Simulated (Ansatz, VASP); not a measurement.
Two plane-wave programs on B

```
B
1.0
     2.90246    0.00000    0.00000
    -1.45123    2.51361    0.00000
     0.00000    0.00000    5.27566
B
6
Direct
  0.00000 0.00000 0.00000
  0.33333 0.66667 0.15928
  0.66667 0.33333 0.34312
  0.33333 0.66667 0.50000
  0.66667 0.33333 0.65688
  0.33333 0.66667 0.84072
```

Alike in both runs: task relaxation of cell and atoms; functional PBE; k mesh 6 × 6 × 4; occupations gaussian, width 0.1 eV; no spin polarisation.

|  | VASP | Ansatz |
| --- | --- | --- |
| version | VASP 6.6.1 | Ansatz 0.2.0 |
| potentials or method | VASP PAW PBE potentials, release 64 (B), cutoff 600 eV | scalar-relativistic, plane waves, PAW |
| valence electrons in the cell | 18 | 18 |

```csv
,VASP,Ansatz,Ansatz less VASP
"gap on the k mesh at the Fermi level, each at its own relaxed structure (eV)",none,none,-
relaxed volume (Å³/atom),6.41,6.41,+0.002
relaxed length of the cell vector where the two differ most in proportion (Å),5.319,5.316,-0.0026
```

A gap of «none» marks a metal or a gap that the smearing closes.

The k mesh is coarse, so the values compare programs but aren't converged.
